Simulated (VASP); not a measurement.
Set up this calculation in VASP 6.6.1, as the native input.

| Quantity | Value |
| --- | --- |
| Task | single point |
| Functional | PBE |
| Potentials or basis | VASP PAW PBE potentials, release 64 (Cd, Se) |
| Cutoff | 500 eV |
| k mesh | 6 × 6 × 6 |
| Occupations | gaussian, width 0.05 eV |
| Spin | no spin polarisation |
| Dipole correction | no |
| Further INCAR settings | ALGO = Normal; EDIFF = 1e-06; NBANDS = 16 |

The structure of CdSe lies in POSCAR:

```
CdSe
1.0
    0.0000000000      2.9300000000      2.9300000000
    2.9300000000      0.0000000000      2.9300000000
    2.9300000000      2.9300000000      0.0000000000
Cd Se
1 1
Direct
    0.0000000000      0.0000000000      0.0000000000
    0.5000000000      0.5000000000      0.5000000000
```

These files were run (other wordings do the same):

INCAR

```
SYSTEM = CdSe
PREC = Accurate
ENCUT = 500
EDIFF = 1E-6
ISMEAR = 0
SIGMA = 0.05
LREAL = .FALSE.
LASPH = .TRUE.
NELM = 120
ALGO = Normal
ISIF = 2
LWAVE = .FALSE.
LCHARG = .FALSE.
GGA = PE
NBANDS = 16
GGA_COMPAT = .FALSE.
```

KPOINTS

```
Automatic mesh
0
G
  6 6 6
  0 0 0
```

Potentials or basis: VASP PAW PBE potentials, release 64 (Cd, Se).

Command:

```bash
$ cat potpaw_PBE.64/Cd/POTCAR potpaw_PBE.64/Se/POTCAR > POTCAR
$ mpirun -np 1 vasp_std > vasp.out
```

It gave:

* Pressure: -2.9 GPa
* Band gap on the k mesh: zero (band 9 reaches 1.73 eV, above the bottom of band 10 at 1.33 eV)

Wall time 27 s on 1 thread of Intel Xeon 8259CL (shared host), peak memory 0.17 GiB.
